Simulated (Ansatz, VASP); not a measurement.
Two plane-wave programs on GaAs

```
CELL_PARAMETERS angstrom
0.00000 2.61063 2.61063
2.61063 0.00000 2.61063
2.61063 2.61063 0.00000
ATOMIC_POSITIONS crystal
Ga 0.00000 0.00000 0.00000
As 0.50000 0.50000 0.50000
```

Change from the starting cell: volume scaled by 0.94, PAW files.

Alike in both runs: task single point; functional r2SCAN; k mesh 15 × 15 × 15; occupations fermi-dirac, width 0.1 eV; no spin polarisation.

|  | VASP | Ansatz |
| --- | --- | --- |
| version | VASP 6.6.1 | Ansatz 0.2.0 |
| potentials or method | VASP PAW PBE potentials, release 64 (Ga_d, As) | PAW with Ansatz's default frozen-core files, scalar-relativistic |
| plane-wave cutoff (eV) | 520 | 500 |
| valence electrons in the cell | 18 | 28 |

```tsv
	VASP	Ansatz	Ansatz less VASP
pressure (GPa)	6.0	5.9	-0.13
```

VASP's potentials were made for PBE, not for r2SCAN. VASP's potentials hold 18 valence electrons a cell and Ansatz's 28, so a difference there can come from the potentials and not from the codes.
